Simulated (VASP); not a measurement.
Write the native input for VASP 6.6.1 that does the following.

| Quantity | Value |
| --- | --- |
| Task | single point |
| Functional | LDA |
| Potentials or basis | VASP PAW LDA potentials, release 64 (B, N) |
| Cutoff | 520 eV |
| k mesh | 11 × 11 × 11 |
| Occupations | fermi-dirac, width 0.02 eV |
| Spin | no spin polarisation |
| Dipole correction | no |
| Further INCAR settings | ALGO = Normal; EDIFF = 1e-07; NBANDS = 11 |

The structure of BN lies in POSCAR:

```
BN
1.0
   -0.0180750000      1.7984625000      1.7984625000
    1.7984625000     -0.0180750000      1.7984625000
    1.7984625000      1.7984625000     -0.0180750000
B N
1 1
Direct
    0.0000000000      0.0000000000      0.0000000000
    0.7500000000      0.7500000000      0.7500000000
```

This cell differs from its parent crystal: equal xy, yz and zx shear strains of -1 %.

These files were run (other wordings do the same):

INCAR

```
  PREC = Accurate
  ENCUT = 520
  EDIFF = 1E-7
  ISMEAR = -1
  SIGMA = 0.02
  LREAL = F
  LASPH = T
  NELM = 100
  ALGO = Normal
  ISIF = 2
  LWAVE = F
  LCHARG = T
  GGA = CA
  LELF = T
  LVHAR = T
  NBANDS = 11
```

KPOINTS

```
regular mesh
0
Gamma
  11 11 11
```

Potentials or basis: VASP PAW LDA potentials, release 64 (B, N).

Launch:

```console
$ cat potpaw_LDA.64/B/POTCAR potpaw_LDA.64/N/POTCAR > POTCAR
$ mpirun -np 1 vasp_std > vasp.out
```

Results of the run:

```yaml
Pressure: -10.0 GPa
Largest_force: 0.038 eV/Å
Band_gap_on_the_k_mesh: 4.41 eV, indirect (least direct gap 8.52 eV)
```

Caveat: the cell differs from its parent crystal (equal xy, yz and zx shear strains of -1 %).

It took 6.9 s on 1 thread of Intel(R) Xeon(R) 6975P-C (Granite Rapids), on a shared host, peak memory 0.12 GiB.
